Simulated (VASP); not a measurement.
# BN (I-4m2) in VASP: single point with r2SCAN

Aim: the single point of BN with r2SCAN.

Program: VASP 6.6.1. These are calculated values, not measurements. Logs are shortened: lines on timing, memory, paths and dates and some standing lists are left out, and cuts for length are marked.

## 1. The cell of the first run

It takes space group I-4m2 (No. 119, tetragonal). The conventional cell has a = 2.450 Å, b = 2.450 Å, c = 3.754 Å, α = 90.00°, β = 90.00°, γ = 90.00°. B (site symmetry -4m2) has 4 N at 1.54 Å within 2.1 Å. N (site symmetry -4m2) has 4 B at 1.54 Å within 2.1 Å.

## 2. Single point, r2SCAN (strain -0.040 along x and y, +0.040 along z)

Input file POSCAR:

```
BN
1.0
    0.0000000000      1.7326212049      1.8770063053
    1.7326212049      0.0000000000      1.8770063053
    1.7326212049      1.7326212049      0.0000000000
B N
1 1
Direct
    0.0000000000      0.0000000000      0.0000000000
    0.7500000000      0.7500000000      0.7500000000
```

Input file INCAR.step1:

```
SYSTEM = BN
ALGO = Normal ; EDIFF = 1E-5
ENCUT = 1460 ; GGA = PE
GGA_COMPAT = .False. ; ISMEAR = 0
LASPH = .True. ; LCHARG = .False.
LREAL = .False. ; LWAVE = .True.
NBANDS = 11 ; NELM = 120
PREC = Accurate ; SIGMA = 0.05
```

Input file INCAR.step2:

```
SYSTEM = BN
ALGO = Normal ; EDIFF = 1E-6
ENCUT = 1460 ; GGA_COMPAT = .False.
ISIF = 2 ; ISMEAR = 0
ISTART = 1 ; LASPH = .True.
LCHARG = .False. ; LMIXTAU = .True.
LREAL = .False. ; LWAVE = .False.
METAGGA = R2SCAN ; NBANDS = 11
NELM = 120 ; PREC = Accurate
SIGMA = 0.05
```

Input file KPOINTS:

```
k-points
0
Gamma
  12 12 12
  0 0 0
```

Potentials or basis: VASP PAW PBE potentials, release 64 (B_h, N_h).

The run is started by

```
> cat potpaw_PBE.64/B_h/POTCAR potpaw_PBE.64/N_h/POTCAR > POTCAR
> cp INCAR.step1 INCAR
> mpirun -np 1 vasp_std > vasp.out
> cp INCAR.step2 INCAR
> mpirun -np 1 vasp_std > vasp.out
```

OUTCAR:

```text
SYSTEM = BN
   EDIFF = 1E-6
   ENCUT = 1460
   ISIF = 2
   ISMEAR = 0
   ISTART = 1
   LASPH = .True.
   LREAL = .False.
   METAGGA = R2SCAN
   NELM = 120
   PREC = Accurate

 ion  position               nearest neighbor table
   1  0.000  0.000  0.000-
   2  0.750  0.750  0.750-

  LATTYP: Found a body centered tetragonal cell.
 ALAT       =     2.4502964064
 C/A-ratio  =     1.5320646926

  Lattice vectors:

 A1 = (  -1.7326212049,   0.0000000000,   1.8770063053)
 A2 = (   1.7326212049,   0.0000000000,   1.8770063053)
 A3 = (   0.0000000000,   1.7326212049,  -1.8770063053)

Analysis of symmetry for initial positions (statically):
=====================================================================
 Subroutine PRICEL returns:
 Original cell was already a primitive cell.

 Routine SETGRP: Setting up the symmetry group for a
 body centered tetragonal supercell.

 Subroutine GETGRP returns: Found  8 space group operations
 (whereof  8 operations were pure point group operations)
 out of a pool of 16 trial point group operations.

The static configuration has the point symmetry D_2d.

Analysis of symmetry for dynamics (positions and initial velocities):
=====================================================================
 Subroutine PRICEL returns:
 Original cell was already a primitive cell.

 Routine SETGRP: Setting up the symmetry group for a
 body centered tetragonal supercell.

 Subroutine GETGRP returns: Found  8 space group operations
 (whereof  8 operations were pure point group operations)
 out of a pool of 16 trial point group operations.

The dynamic configuration has the point symmetry D_2d.

 Subroutine INISYM returns: Found  8 space group operations
 (whereof  8 operations are pure point group operations),
 and found     1 'primitive' translations

----------------------------------------------------------------------------------------

                                     Primitive cell

  volume of cell :      11.2695

  direct lattice vectors                    reciprocal lattice vectors
     0.000000000  1.732621205  1.877006305    -0.288580100  0.288580100  0.266381630
     1.732621205  0.000000000  1.877006305     0.288580100 -0.288580100  0.266381630
     1.732621205  1.732621205  0.000000000     0.288580100  0.288580100 -0.266381630

  length of vectors
     2.554433188  2.554433188  2.450296406     0.487356257  0.487356257  0.487356257

  position of ions in fractional coordinates (direct lattice)
     0.000000000  0.000000000  0.000000000
     0.750000000  0.750000000  0.750000000

  ion indices of the primitive-cell ions
   primitive index   ion index
                 1           1
                 2           2

----------------------------------------------------------------------------------------

 KPOINTS: k-points

Automatic generation of k-mesh.
 Grid dimensions read from file:
 generate k-points for:   12   12   12

 Generating k-lattice:

  Cartesian coordinates                     Fractional coordinates (reciprocal lattice)
    -0.024048342  0.024048342  0.022198469     0.083333333  0.000000000  0.000000000
     0.024048342 -0.024048342  0.022198469     0.000000000  0.083333333  0.000000000
     0.024048342  0.024048342 -0.022198469     0.000000000  0.000000000  0.083333333

  Length of vectors
     0.040613021  0.040613021  0.040613021

  Shift w.r.t. Gamma in fractional coordinates (k-lattice)
     0.000000000  0.000000000  0.000000000

 Subroutine IBZKPT returns following result:
 ===========================================

 Found    163 irreducible k-points:

 Following reciprocal coordinates:
            Coordinates               Weight
  0.000000  0.000000  0.000000      1.000000
  0.083333  0.000000  0.000000      8.000000
  0.166667  0.000000  0.000000      8.000000
  0.250000  0.000000  0.000000      8.000000
  0.333333  0.000000  0.000000      8.000000
  0.416667  0.000000  0.000000      8.000000
[... 16 lines left out ...]
  0.500000  0.166667  0.000000      8.000000
 -0.416667  0.166667  0.000000      8.000000
 [... further k-points ...]
   k-points           NKPTS =    163   k-points in BZ     NKDIM =    163   number of bands    NBANDS=     11
   number of dos      NEDOS =    301   number of ions     NIONS =      2
   total plane-waves  NPLWV =  32768
   dimension x,y,z NGX =    32 NGY =   32 NGZ =   32
   dimension x,y,z NGXF=    64 NGYF=   64 NGZF=   64
   ions per type =               1   1
   NGX,Y,Z   is equivalent  to a cutoff of  20.83, 20.83, 21.71 a.u.
   NGXF,Y,Z  is equivalent  to a cutoff of  41.65, 41.65, 43.42 a.u.
 SYSTEM =  BN
   PREC   = accura    normal or accurate (medium, high low for compatibility)
   ISTART =      1    job   : 0-new  1-cont  2-samecut
   ICHARG =      0    charge: 1-file 2-atom 10-const
   ISPIN  =      1    spin polarized calculation?
   LNONCOLLINEAR =      F non collinear calculations
   LSORBIT =      F    spin-orbit coupling
   LASPH  =      T    aspherical Exc in radial PAW
   ENCUT  = 1460.0 eV 107.31 Ry   10.36 a.u.   7.96  7.96  7.63*2*pi/ulx,y,z
   NELM   =    120;   NELMIN=  2; NELMDL=  0     # of ELM steps
   EDIFF  = 0.1E-05   stopping-criterion for ELM
   LREAL  =      F    real-space projection
   EDIFFG = 0.1E-04   stopping-criterion for IOM
   NSW    =      0    number of steps for IOM
   IBRION =     -1    ionic relax: 0-MD 1-quasi-New 2-CG
   NFREE  =      0    steps in history (QN), initial steepest desc. (CG)
   ISIF   =      2    stress and relaxation
   ISYM   =      2    0-nonsym 1-usesym 2-fastsym
   POTIM  = 0.5000    time-step for ionic-motion
   TEBEG  =    0.0;   TEEND  =   0.0 temperature during run
   PSTRESS=    0.0 pullay stress
   NELECT =       8.0000    total number of electrons
   NUPDOWN=      -1.0000    fix difference up-down
   EMIN   =  10.00;   EMAX   =-10.00  energy-range for DOS
   EFERMI =   0.00;   METHOD = LEGACY
   ISMEAR =     0;   SIGMA  =   0.05  broadening in eV -4-tet -1-fermi 0-gaus
   EFERMI_NEDOS =   21; number of points for ismear=-14 and -15
   IALGO  =     38    algorithm
   IMIX   =      4    mixing-type and parameters
     AMIX     =   0.40;   BMIX     =  1.00
     AMIX_MAG =   1.60;   BMIX_MAG =  1.00
  volume/ion in A,a.u.               =       5.63        38.03
  Fermi-wavevector in a.u.,A,eV,Ry     =   1.460396  2.759747 29.017896  2.132755
  Thomas-Fermi vector in A             =   2.576850
   LORBIT       =      0    0 simple, 1 ext, 2 COOP (PROOUT), +10 PAW based schemes
   METAGGA = R2SCAN    functional components
   LHFCALC =     F    Hartree Fock is set to
   AEXX    =    0.0000 exact exchange contribution
   IVDW    =     0    specifies the selected vdW correction
   LEPSILON=     F    determine dielectric tensor
   LRPA    =     F    only Hartree local field effects (RPA)
 non-spin polarized calculation
 Gauss-broadening in eV      SIGMA  =   0.05
  energy-cutoff  :     1460.00
  volume of cell :       11.27
 maximum number of plane-waves:      1452
   NGX = 15   NGY = 15   NGZ = 15

 number of electron       8.0000000 magnetization

 Free energy of the ion-electron system (eV)
  ---------------------------------------------------
  ext. energy  EPLUGINS =         0.00000000
  ---------------------------------------------------
  free energy    TOTEN  =       -19.06846526 eV

  energy without entropy =      -19.06846526  energy(sigma->0) =      -19.06846526

 E-fermi :  10.1389     XC(G=0): -14.0156

 val. band max:        9.9210353905   @ k =   0.0000   0.0000   0.0000
 cond. band min:      14.2011240117   @ k =   0.5000   0.0000   0.5000
 fundamental gap:      4.2800886212
 Fermi energy:        10.1388609322

 k-point     1 :       0.0000    0.0000    0.0000
  band No.  band energies     occupation
      1     -12.2290      2.00000
      2       8.9697      2.00000
      3       9.9210      2.00000
      4       9.9210      2.00000
      5      19.2522      0.00000
      6      19.2522      0.00000
      7      19.8491      0.00000
      8      21.4272      0.00000
      9      36.0901      0.00000
     10      36.7405      0.00000
     11      37.4098      0.00000

 k-point     2 :       0.0833    0.0000    0.0000
  band No.  band energies     occupation
      1     -12.0466      2.00000
      2       8.3928      2.00000
      3       9.3006      2.00000
      4       9.7608      2.00000
      5      19.3329      0.00000
      6      19.5627      0.00000
      7      20.2912      0.00000
      8      21.9949      0.00000
      9      34.4595      0.00000
     10      36.5495      0.00000
     11      38.3927      0.00000

 k-point     3 :       0.1667    0.0000    0.0000
  band No.  band energies     occupation
      1     -11.5062      2.00000
      2       6.3423      2.00000
      3       8.5462      2.00000
      4       9.3714      2.00000
      5      19.5017      0.00000
      6      20.3211      0.00000
      7      21.0601      0.00000
      8      23.3961      0.00000
      9      33.3767      0.00000
     10      36.0949      0.00000
     11      36.3374      0.00000

 k-point     4 :       0.2500    0.0000    0.0000
  band No.  band energies     occupation
      1     -10.6331      2.00000
      2       3.7183      2.00000
      3       7.8668      2.00000
      4       8.9245      2.00000
      5      19.5885      0.00000
      6      21.1321      0.00000
      7      21.7386      0.00000
      8      24.8389      0.00000
      9      33.4739      0.00000
     10      35.4648      0.00000
     11      35.7564      0.00000
[... 239 lines left out ...]
 k-point    22 :       0.4167    0.1667    0.0000
  band No.  band energies     occupation
      1      -8.7487      2.00000
      2       0.9965      2.00000
      3       5.5119      2.00000
      4       7.1047      2.00000
      5      19.7464      0.00000
      6      22.7730      0.00000
      7      24.0988      0.00000
      8      25.6346      0.00000
      9      31.5290      0.00000
     10      37.4473      0.00000
     11      40.2783      0.00000

 k-point    23 :       0.5000    0.1667    0.0000
  band No.  band energies     occupation
      1      -7.6599      2.00000
      2      -0.7380      2.00000
      3       4.8101      2.00000
      4       7.2344      2.00000
      5      20.1045      0.00000
      6      22.7579      0.00000
      7      23.8739      0.00000
      8      26.8532      0.00000
      9      32.5288      0.00000
     10      37.8069      0.00000
     11      39.4052      0.00000

 k-point    24 :      -0.4167    0.1667    0.0000
  band No.  band energies     occupation
      1      -7.2906      2.00000
      2      -1.2487      2.00000
      3       4.4119      2.00000
      4       7.5989      2.00000
      5      20.6095      0.00000
      6      22.6638      0.00000
      7      23.3903      0.00000
      8      26.9481      0.00000
      9      33.3817      0.00000
     10      36.9370      0.00000
     11      38.4940      0.00000

 [... further k-points ...]

------------------------ aborting loop because EDIFF is reached ----------------------------------------

  FORCE on cell =-STRESS in cart. coord.  units (eV):
  Direction    XX          YY          ZZ          XY          YZ          ZX
  --------------------------------------------------------------------------------------
  -------------------------------------------------------------------------------------
  Total        2.6478994      2.6478994     -1.6116991      0.0000000      0.0000000      0.0000000
  in kB      376.4515430    376.4515430   -229.1350753      0.0000000      0.0000000      0.0000000
  external PRESSURE =     174.5893369 kB  Pullay stress =       0.0000000 kB

 VOLUME and BASIS-vectors are now :
 -----------------------------------------------------------------------------
  energy-cutoff  :     1460.00
  volume of cell :       11.27
      direct lattice vectors                 reciprocal lattice vectors
     0.000000000  1.732621205  1.877006305    -0.288580100  0.288580100  0.266381630
     1.732621205  0.000000000  1.877006305     0.288580100 -0.288580100  0.266381630
     1.732621205  1.732621205  0.000000000     0.288580100  0.288580100 -0.266381630

 POSITION                                       TOTAL-FORCE (eV/Angst)
 -----------------------------------------------------------------------------------
      0.00000      0.00000      0.00000         0.000000      0.000000     -0.000000
      2.59893      2.59893      2.81551        -0.000000     -0.000000      0.000000
 -----------------------------------------------------------------------------------
    total drift:                               -0.000000     -0.000000      0.000000

  FREE ENERGIE OF THE ION-ELECTRON SYSTEM (eV)
  ---------------------------------------------------
  free  energy   TOTEN  =       -19.0684652552 eV

  energy  without entropy=      -19.0684652552  energy(sigma->0) =      -19.06846526
```

It took 2.1 min on 1 thread of AMD EPYC 9R45 (Zen 5), shared host; peak memory 0.21 GiB.

Results:

```yaml
Free_energy: -19.0685 eV
Pressure: 17.5 GPa
Band_gap_on_the_k_mesh: 4.28 eV (least direct gap 9.33 eV)
```

Stress tensor (GPa, compression positive):
```
 37.65   0.00   0.00
  0.00  37.65   0.00
  0.00   0.00 -22.91
```

Caveat: the cell differs from its parent crystal (strain -0.040 along x and y, +0.040 along z); the stress differs along the axes, from -23 to 38 GPa; the PAW data sets were made with another functional, which shifts forces and pressure a little.
